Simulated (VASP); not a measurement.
# YAl2N3 (P6/mmm) in VASP: notebook

Runs on YAl2N3. Level: PBE. Tasks: single point.

Program: VASP 6.6.1. These are calculated values, not measurements. Logs are shortened: lines on timing, memory, paths and dates and some standing lists are left out, and cuts for length are marked.

### 1 The cell of the first run

It takes space group P6/mmm (No. 191, hexagonal). The conventional cell has a = 5.186 Å, b = 5.186 Å, c = 2.821 Å, α = 90.00°, β = 90.00°, γ = 120.00°. Y (site symmetry 6/mmm) has 6 N at 2.59 Å and 2 Y at 2.82 Å and 12 Al at 3.31 Å within 3.4 Å. Within 2.7 Å of Al (site symmetry -6m2) lie 6 N at 2.06 Å. N (site symmetry mmm) has 4 Al at 2.06 Å and 4 N at 2.59 Å and 2 Y at 2.59 Å within 2.7 Å.

### 2 Single point, PBE

The input, INCAR:

```
ALGO = Normal
EDIFF = 1E-7
ENCUT = 520
GGA = PE
ISIF = 2
ISMEAR = 0
LASPH = T
LCHARG = F
LREAL = F
LWAVE = F
NBANDS = 25
NELM = 100
PREC = Accurate
SIGMA = 0.1
```

The input, KPOINTS:

```
k-points
0
Gamma
  12 12 14
```

The input, POSCAR:

```
YAl2N3
1.0
    5.1858266524      0.0000000000      0.0000000000
   -2.5929133262      4.4910576206      0.0000000000
    0.0000000000      0.0000000000      2.8205985040
Y Al N
1 2 3
Direct
    0.0000000000      0.0000000000      0.0000000000
    0.3333333333      0.6666666667      0.5000000000
    0.6666666667      0.3333333333      0.5000000000
    0.5000000000      0.0000000000      0.0000000000
    0.0000000000      0.5000000000      0.0000000000
    0.5000000000      0.5000000000      0.0000000000
```

Potentials or basis: VASP PAW PBE potentials, release 64 (Y_sv, Al, N).

Command:

```bash
$ cat potpaw_PBE.64/Y_sv/POTCAR potpaw_PBE.64/Al/POTCAR potpaw_PBE.64/N/POTCAR > POTCAR
$ mpirun -np 1 vasp_std > vasp.out
```

OUTCAR:

```text
EDIFF = 1E-7
   ENCUT = 520
   GGA = PE
   ISIF = 2
   ISMEAR = 0
   LASPH = T
   LREAL = F
   NELM = 100
   PREC = Accurate

 ion  position               nearest neighbor table
   1  0.000  0.000  0.000-   5 2.59   6 2.59   5 2.59   6 2.59   4 2.59   4 2.59   3 3.31   3 3.31
                             2 3.31   2 3.31   2 3.31   3 3.31   2 3.31   3 3.31   2 3.31   3 3.31
   2  0.333  0.667  0.500-   4 2.06   4 2.06   5 2.06   5 2.06   6 2.06   6 2.06   3 2.99   3 2.99
                             3 2.99   1 3.31   1 3.31   1 3.31   1 3.31   1 3.31   1 3.31
   3  0.667  0.333  0.500-   4 2.06   4 2.06   5 2.06   5 2.06   6 2.06   6 2.06   2 2.99   2 2.99
                             2 2.99   1 3.31   1 3.31   1 3.31   1 3.31   1 3.31   1 3.31
   4  0.500  0.000  0.000-   2 2.06   3 2.06   2 2.06   3 2.06   1 2.59   1 2.59
   5  0.000  0.500  0.000-   2 2.06   3 2.06   2 2.06   3 2.06   1 2.59   1 2.59
   6  0.500  0.500  0.000-   2 2.06   3 2.06   2 2.06   3 2.06   1 2.59   1 2.59

  LATTYP: Found a hexagonal cell.
 ALAT       =     5.1858266524
 C/A-ratio  =     0.5439052813

  Lattice vectors:

 A1 = (   5.1858266524,   0.0000000000,   0.0000000000)
 A2 = (  -2.5929133262,   4.4910576206,   0.0000000000)
 A3 = (   0.0000000000,   0.0000000000,   2.8205985040)

Analysis of symmetry for initial positions (statically):
=====================================================================
 Subroutine PRICEL returns:
 Original cell was already a primitive cell.

 Routine SETGRP: Setting up the symmetry group for a
 hexagonal supercell.

 Subroutine GETGRP returns: Found 24 space group operations
 (whereof 24 operations were pure point group operations)
 out of a pool of 24 trial point group operations.

The static configuration has the point symmetry D_6h.

Analysis of symmetry for dynamics (positions and initial velocities):
=====================================================================
 Subroutine PRICEL returns:
 Original cell was already a primitive cell.

 Routine SETGRP: Setting up the symmetry group for a
 hexagonal supercell.

 Subroutine GETGRP returns: Found 24 space group operations
 (whereof 24 operations were pure point group operations)
 out of a pool of 24 trial point group operations.

The dynamic configuration has the point symmetry D_6h.

 Subroutine INISYM returns: Found 24 space group operations
 (whereof 24 operations are pure point group operations),
 and found     1 'primitive' translations

----------------------------------------------------------------------------------------

                                     Primitive cell

  volume of cell :      65.6913

  direct lattice vectors                    reciprocal lattice vectors
     5.185826652  0.000000000  0.000000000     0.192833287  0.111332350  0.000000000
    -2.592913326  4.491057621  0.000000000     0.000000000  0.222664700  0.000000000
     0.000000000  0.000000000  2.820598504     0.000000000  0.000000000  0.354534684

  length of vectors
     5.185826652  5.185826652  2.820598504     0.222664700  0.222664700  0.354534684

  position of ions in fractional coordinates (direct lattice)
     0.000000000  0.000000000  0.000000000
     0.333333333  0.666666667  0.500000000
     0.666666667  0.333333333  0.500000000
     0.500000000  0.000000000  0.000000000
     0.000000000  0.500000000  0.000000000
     0.500000000  0.500000000  0.000000000

  ion indices of the primitive-cell ions
   primitive index   ion index
                 1           1
                 2           2
                 3           3
                 4           4
                 5           5
                 6           6

----------------------------------------------------------------------------------------

 KPOINTS: k-points

Automatic generation of k-mesh.
 Grid dimensions read from file:
 generate k-points for:   12   12   14

 Generating k-lattice:

  Cartesian coordinates                     Fractional coordinates (reciprocal lattice)
     0.016069441  0.009277696  0.000000000     0.083333333  0.000000000  0.000000000
     0.000000000  0.018555392  0.000000000     0.000000000  0.083333333  0.000000000
     0.000000000  0.000000000  0.025323906     0.000000000  0.000000000  0.071428571

  Length of vectors
     0.018555392  0.018555392  0.025323906

  Shift w.r.t. Gamma in fractional coordinates (k-lattice)
     0.000000000  0.000000000  0.000000000

 Subroutine IBZKPT returns following result:
 ===========================================

 Found    152 irreducible k-points:

 Following reciprocal coordinates:
            Coordinates               Weight
  0.000000  0.000000  0.000000      1.000000
  0.083333  0.000000  0.000000      6.000000
  0.166667  0.000000  0.000000      6.000000
  0.250000  0.000000  0.000000      6.000000
  0.333333  0.000000  0.000000      6.000000
  0.416667  0.000000  0.000000      6.000000
[... 16 lines left out ...]
  0.250000  0.000000  0.071429     12.000000
  0.333333  0.000000  0.071429     12.000000
 [... further k-points ...]
   k-points           NKPTS =    152   k-points in BZ     NKDIM =    152   number of bands    NBANDS=     25
   number of dos      NEDOS =    301   number of ions     NIONS =      6
   total plane-waves  NPLWV =  38400
   dimension x,y,z NGX =    40 NGY =   40 NGZ =   24
   dimension x,y,z NGXF=    80 NGYF=   80 NGZF=   48
   ions per type =               1   2   3
   NGX,Y,Z   is equivalent  to a cutoff of  12.82, 12.82, 14.15 a.u.
   NGXF,Y,Z  is equivalent  to a cutoff of  25.65, 25.65, 28.29 a.u.
 SYSTEM =  unknown system
   PREC   = accura    normal or accurate (medium, high low for compatibility)
   ISTART =      0    job   : 0-new  1-cont  2-samecut
   ICHARG =      2    charge: 1-file 2-atom 10-const
   ISPIN  =      1    spin polarized calculation?
   LNONCOLLINEAR =      F non collinear calculations
   LSORBIT =      F    spin-orbit coupling
   LASPH  =      T    aspherical Exc in radial PAW
   ENCUT  =  520.0 eV  38.22 Ry    6.18 a.u.   9.64  9.64  5.24*2*pi/ulx,y,z
   NELM   =    100;   NELMIN=  2; NELMDL= -5     # of ELM steps
   EDIFF  = 0.1E-06   stopping-criterion for ELM
   LREAL  =      F    real-space projection
   EDIFFG = 0.1E-05   stopping-criterion for IOM
   NSW    =      0    number of steps for IOM
   IBRION =     -1    ionic relax: 0-MD 1-quasi-New 2-CG
   NFREE  =      0    steps in history (QN), initial steepest desc. (CG)
   ISIF   =      2    stress and relaxation
   ISYM   =      2    0-nonsym 1-usesym 2-fastsym
   POTIM  = 0.5000    time-step for ionic-motion
   TEBEG  =    0.0;   TEEND  =   0.0 temperature during run
   PSTRESS=    0.0 pullay stress
   NELECT =      32.0000    total number of electrons
   NUPDOWN=      -1.0000    fix difference up-down
   EMIN   =  10.00;   EMAX   =-10.00  energy-range for DOS
   EFERMI =   0.00;   METHOD = LEGACY
   ISMEAR =     0;   SIGMA  =   0.10  broadening in eV -4-tet -1-fermi 0-gaus
   EFERMI_NEDOS =   21; number of points for ismear=-14 and -15
   IALGO  =     38    algorithm
   IMIX   =      4    mixing-type and parameters
     AMIX     =   0.40;   BMIX     =  1.00
     AMIX_MAG =   1.60;   BMIX_MAG =  1.00
  volume/ion in A,a.u.               =      10.95        73.88
  Fermi-wavevector in a.u.,A,eV,Ry     =   1.288118  2.434189 22.575427  1.659247
  Thomas-Fermi vector in A             =   2.420091
   LORBIT       =      0    0 simple, 1 ext, 2 COOP (PROOUT), +10 PAW based schemes
   GGA     = PE    functional components
   LHFCALC =     F    Hartree Fock is set to
   AEXX    =    0.0000 exact exchange contribution
   IVDW    =     0    specifies the selected vdW correction
   LEPSILON=     F    determine dielectric tensor
   LRPA    =     F    only Hartree local field effects (RPA)
 non-spin polarized calculation
 Gauss-broadening in eV      SIGMA  =   0.10
  energy-cutoff  :      520.00
  volume of cell :       65.69
 maximum number of plane-waves:      1804
 NGX is ok and might be reduce to    40
   NGX = 19   NGY = 19   NGZ = 11

 number of electron      31.9999997 magnetization

 Free energy of the ion-electron system (eV)
  ---------------------------------------------------
  ext. energy  EPLUGINS =         0.00000000
  ---------------------------------------------------
  free energy    TOTEN  =       -41.73317850 eV

  energy without entropy =      -41.70915737  energy(sigma->0) =      -41.72116794

 E-fermi :   7.5468     XC(G=0): -11.6086

 val. band max:        7.5426912160   @ k =   0.1667   0.0000   0.0000
 cond. band min:       7.5503365502   @ k =   0.3333   0.0000   0.2143
 fundamental gap:      0.0076453342
 Fermi energy:         7.5467964108

 k-point     1 :       0.0000    0.0000    0.0000
  band No.  band energies     occupation
      1     -34.7952      2.00000
      2     -14.7791      2.00000
      3     -14.7791      2.00000
      4     -13.9256      2.00000
      5      -9.0891      2.00000
      6      -6.2098      2.00000
[... 17 lines left out ...]
     24      15.3575      0.00000
     25      15.3575      0.00000

 k-point     2 :       0.0833    0.0000    0.0000
  band No.  band energies     occupation
      1     -34.7952      2.00000
      2     -14.7861      2.00000
      3     -14.7808      2.00000
      4     -13.9255      2.00000
      5      -9.0439      2.00000
      6      -6.2792      2.00000
[... 17 lines left out ...]
     24      15.1721      0.00000
     25      15.1890      0.00000

 k-point     3 :       0.1667    0.0000    0.0000
  band No.  band energies     occupation
      1     -34.7951      2.00000
      2     -14.8048      2.00000
      3     -14.7852      2.00000
      4     -13.9253      2.00000
      5      -8.9126      2.00000
      6      -6.4694      2.00000
[... 552 lines left out ...]
 k-point    23 :       0.2500    0.0000    0.0714
  band No.  band energies     occupation
      1     -34.7794      2.00000
      2     -14.8135      2.00000
      3     -14.7756      2.00000
      4     -14.0509      2.00000
      5      -8.6482      2.00000
      6      -6.6890      2.00000
[... 17 lines left out ...]
     24      15.0871      0.00000
     25      15.4148      0.00000

 k-point    24 :       0.3333    0.0000    0.0714
  band No.  band energies     occupation
      1     -34.7792      2.00000
      2     -14.8376      2.00000
      3     -14.7815      2.00000
      4     -14.0505      2.00000
      5      -8.3910      2.00000
      6      -6.9980      2.00000
[... 17 lines left out ...]
     24      15.2157      0.00000
     25      15.2548      0.00000

 [... further k-points ...]
[... 5 lines left out ...]
  --------------------------------------------------------------------------------------
  -------------------------------------------------------------------------------------
  Total       -0.0680850     -0.0680850     -0.0267744      0.0000000      0.0000000      0.0000000
  in kB       -1.6605572     -1.6605572     -0.6530145      0.0000000      0.0000000      0.0000000
  external PRESSURE =      -1.3247096 kB  Pullay stress =       0.0000000 kB

 VOLUME and BASIS-vectors are now :
 -----------------------------------------------------------------------------
  energy-cutoff  :      520.00
  volume of cell :       65.69
      direct lattice vectors                 reciprocal lattice vectors
     5.185826652  0.000000000  0.000000000     0.192833287  0.111332350  0.000000000
    -2.592913326  4.491057621  0.000000000     0.000000000  0.222664700  0.000000000
     0.000000000  0.000000000  2.820598504     0.000000000  0.000000000  0.354534684

 POSITION                                       TOTAL-FORCE (eV/Angst)
 -----------------------------------------------------------------------------------
      0.00000      0.00000      0.00000        -0.000000      0.000000      0.000000
     -0.00000      2.99404      1.41030        -0.000000      0.000000      0.000000
      2.59291      1.49702      1.41030         0.000000     -0.000000     -0.000000
      2.59291      0.00000      0.00000        -0.000000      0.000000      0.000000
     -1.29646      2.24553      0.00000        -0.000000      0.000000      0.000000
      1.29646      2.24553      0.00000        -0.000000      0.000000      0.000000
 -----------------------------------------------------------------------------------
    total drift:                               -0.000000      0.000000     -0.000000

  FREE ENERGIE OF THE ION-ELECTRON SYSTEM (eV)
  ---------------------------------------------------
  free  energy   TOTEN  =       -41.7331785039 eV

  energy  without entropy=      -41.7091573679  energy(sigma->0) =      -41.72116794
```

Run time: 2.9 min. Hardware: 1 thread of AMD EPYC 9R45 (Zen 5), shared host; peak memory 0.35 GiB.

Results:

```
Free energy            : -41.7332 eV
Pressure               : -0.1 GPa
Band gap on the k mesh : zero (band 16 reaches 8.05 eV, above the bottom of band 17 at 6.84 eV)
```

Stress tensor (GPa, compression positive):
```
-0.17  0.00  0.00
 0.00 -0.17  0.00
 0.00  0.00 -0.07
```

### 3 Single point, PBE, collinear spin, ferromagnetic start

This run uses another cell than the first one, of 10.88 Å³/atom, 0.994 times its volume.

The input, INCAR:

```
SYSTEM = YAl2N3
ALGO     = Normal         ! electronic algorithm
EDIFF    = 1E-6           ! SCF threshold, eV
ENCUT    = 520            ! plane-wave cutoff, eV
GGA      = PE             ! functional
ISIF     = 2              ! what is computed and relaxed
ISMEAR   = 0              ! smearing method
ISPIN    = 2              ! spin polarisation
LASPH    = .True.         ! aspherical terms in the spheres
LCHARG   = .False.        ! write CHGCAR
LMAXMIX  = 4              ! l up to which the mixer works
LORBIT   = 11             ! projections on sites
LREAL    = .False.        ! projectors in reciprocal space
LWAVE    = .False.        ! write WAVECAR
MAGMOM   = 0 0 0 1 1 1    ! initial moments
NBANDS   = 29             ! bands
NELM     = 150            ! most SCF steps
PREC     = Accurate       ! precision mode
SIGMA    = 0.1            ! smearing width, eV
```

The input, KPOINTS:

```
k-points
0
Gamma
  6 6 6
  0 0 0
```

POSCAR: that of step 2 with these lines changed.

```diff
@@ -2,5 +2,5 @@
 1.0
-    5.1858266524      0.0000000000      0.0000000000
-   -2.5929133262      4.4910576206      0.0000000000
-    0.0000000000      0.0000000000      2.8205985040
+    5.1886771890      0.0000000000      0.0000000000
+   -2.5943385945      4.4935262577      0.0000000000
+    0.0000000000      0.0000000000      2.7991946125
 Y Al N
```

Potentials or basis: VASP PAW PBE potentials, release 64 (Y_sv, Al, N).

Command:

```bash
$ cat potpaw_PBE.64/Y_sv/POTCAR potpaw_PBE.64/Al/POTCAR potpaw_PBE.64/N/POTCAR > POTCAR
$ mpirun -np 1 vasp_std > vasp.out
```

Wall time 82 s (1 thread of AMD EPYC 9R45 (Zen 5), shared host); peak memory 0.25 GiB.

It converged, with:

* Free energy: -41.6778 eV
* Pressure: -0.1 GPa
* Band gap on the k mesh: zero (filled and empty bands overlap)
* Net moment: 0.00 μB per cell
* Valence electrons inside the program's atomic spheres: Y 9.81; Al 0.68; N 3.73

Stress tensor (GPa, compression positive):
```
-0.11  0.00  0.00
 0.00 -0.11  0.00
 0.00  0.00 -0.21
```

Levels at points of the mesh, in eV from the Fermi level:
Spin up:
| k point | band 14 | band 15 | band 16 | band 17 | band 18 | band 19 |
| --- | --- | --- | --- | --- | --- | --- |
| (0.00, 0.00, 0.00) | -0.48 | -0.11 | 0.08 | 0.08 | 2.92 | 2.92 |
| (0.50, 0.00, 0.00) | -1.46 | -1.02 | -0.55 | -0.30 | 3.58 | 3.84 |
| (0.00, 0.00, 0.50) | -1.46 | -1.46 | 0.52 | 0.67 | 0.67 | 2.22 |
| (0.50, 0.00, 0.50) | -2.63 | -1.33 | -0.19 | 0.26 | 1.03 | 2.41 |
Spin down:
```csv
k point,band 12,band 13,band 14,band 15,band 16,band 17,band 18,band 19,band 20,band 21
"(0.00, 0.00, 0.00)",-1.84,-0.48,-0.48,-0.11,0.08,0.08,2.92,2.92,3.36,5.69
"(0.50, 0.00, 0.00)",-2.75,-1.59,-1.46,-1.02,-0.55,-0.30,3.58,3.84,5.97,6.31
"(0.00, 0.00, 0.50)",-3.15,-3.15,-1.46,-1.46,0.52,0.66,0.66,2.22,4.60,4.60
"(0.50, 0.00, 0.50)",-2.91,-2.65,-2.63,-1.33,-0.19,0.26,1.04,2.41,5.11,5.13
```

Caveat: the k points lie up to 0.37 Å⁻¹ apart.
